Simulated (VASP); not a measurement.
ZnCd3Te2, 6 atoms in the cell. Symmetry: P-3m1, No. 164, trigonal system. Conventional cell: a = 5.920 Å, b = 5.920 Å, c = 5.238 Å, α = 90.00°, β = 90.00°, γ = 120.00°. Within 3.9 Å of Zn (site symmetry -3m) lie 6 Cd at 2.96 Å and 6 Te at 3.82 Å. Cd (site symmetry 2/m) has 2 Te at 2.41 Å and 4 Cd at 2.96 Å and 2 Zn at 2.96 Å within 3.2 Å. Te (site symmetry 3m) has 3 Cd at 2.41 Å within 3.2 Å. The cell was generated, and may not be a known phase.

- Program: VASP 6.6.1
- Task: single point
- Functional: PBE
- Potentials or basis: VASP PAW PBE potentials, release 64 (Zn, Cd, Te)
- Cutoff: 520 eV
- k mesh: 3 × 3 × 4
- Occupations: gaussian, width 0.1 eV
- Spin: no spin polarisation
- Dipole correction: no
- Further INCAR settings: ALGO = Fast; EDIFF = 1e-06; NBANDS = 39

Potentials or basis: VASP PAW PBE potentials, release 64 (Zn, Cd, Te).

The run is started by

```console
$ cat potpaw_PBE.64/Zn/POTCAR potpaw_PBE.64/Cd/POTCAR potpaw_PBE.64/Te/POTCAR > POTCAR
$ mpirun -np 1 vasp_std > vasp.out
```

Hardware: 1 thread of Intel(R) Xeon(R) Platinum 8488C (Sapphire Rapids), on a shared host.

How long does it take, and how much memory?

Run time: 71 s on 1 thread of Intel(R) Xeon(R) Platinum 8488C (Sapphire Rapids), on a shared host, peak memory 0.32 GiB. Counts: scf iterations 15, k points 10.
